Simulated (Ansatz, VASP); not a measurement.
# One calculation of Si3N4, two programs

```
CELL_PARAMETERS angstrom
-3.23735 3.23735 3.23735
3.23735 -3.23735 3.23735
3.23735 3.23735 -3.23735
ATOMIC_POSITIONS crystal
Si 0.25000 0.12500 0.87500
Si 0.87500 0.25000 0.12500
Si 0.75000 0.37500 0.62500
Si 0.62500 0.75000 0.37500
Si 0.12500 0.87500 0.25000
Si 0.37500 0.62500 0.75000
N 0.56280 0.56280 0.56280
N 0.43720 0.50000 0.00000
N 0.50000 0.00000 0.93720
N 0.00000 0.43720 0.50000
N 0.93720 0.50000 0.00000
N 0.06280 0.06280 0.06280
N 0.00000 0.93720 0.50000
N 0.50000 0.00000 0.43720
```

Alike in both runs: task single point; functional PBE; k mesh 6 × 6 × 6; occupations gaussian, width 0.02 eV; no spin polarisation.

|  | VASP | Ansatz |
| --- | --- | --- |
| version | VASP 6.6.1 | Ansatz 0.2.0 |
| potentials or method | VASP PAW PBE potentials, release 64 (Si, N), cutoff 520 eV | scalar-relativistic, plane waves, PAW |
| valence electrons in the cell | 64 | 64 |

|  | VASP | Ansatz | Ansatz less VASP |
| --- | --- | --- | --- |
| gap on the k mesh at the Fermi level (eV) | 4.07 | 4.07 | +0.005 |
| least direct gap on the mesh (eV) | 4.25 | 4.26 | +0.005 |
| pressure (GPa) | 1.6 | 1.9 | +0.29 |
| rms of the force components (eV/Å) | 0.007 | 0.009 | +0.0023 |

Atom by atom the forces differ by 0.002 eV/Å (rms over components). The functional is the same, so the differences come from potentials, cutoffs and numerics.
